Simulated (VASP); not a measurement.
Input of a VASP 6.6.1 run:

Contents of INCAR:

```
SYSTEM = GaAs
PREC     = Accurate       ! precision mode
ENCUT    = 500            ! plane-wave cutoff, eV
EDIFF    = 1E-6           ! SCF threshold, eV
ISMEAR   = -1             ! smearing method
SIGMA    = 0.05           ! smearing width, eV
LREAL    = .FALSE.        ! projectors in reciprocal space
LASPH    = .TRUE.         ! aspherical terms in the spheres
NELM     = 120            ! most SCF steps
ALGO     = Normal         ! electronic algorithm
ISIF     = 2              ! what is computed and relaxed
LWAVE    = .FALSE.        ! write WAVECAR
LCHARG   = .FALSE.        ! write CHGCAR
GGA      = PE             ! functional
NBANDS   = 16             ! bands
GGA_COMPAT= .FALSE.
```

KPOINTS

```
regular mesh
0
G
  6 6 6
  0 0 0
```

File POSCAR:

```
GaAs
1.0
    0.0000000000      2.8857595824      2.7126140074
    2.8857595824      0.0000000000      2.7126140074
    2.8857595824      2.8857595824      0.0000000000
Ga As
1 1
Direct
    0.0000000000      0.0000000000      0.0000000000
    0.2500000000      0.2500000000      0.2500000000
```

Potentials or basis: VASP PAW PBE potentials, release 64 (Ga_d, As).

The run is started by

```sh
$ cat potpaw_PBE.64/Ga_d/POTCAR potpaw_PBE.64/As/POTCAR > POTCAR
$ mpirun -np 1 vasp_std > vasp.out
```

**Question.** Predict the band gap on the k mesh.

**Answer.** 0.28 eV.

**Question.** Predict the pressure.

**Answer.** 3.4 GPa.

Stress tensor (GPa, compression positive):
```
2.30 0.00 0.00
0.00 2.30 0.00
0.00 0.00 5.52
```

Caveat: the cell stands under pressure. A k mesh can miss the band edges.
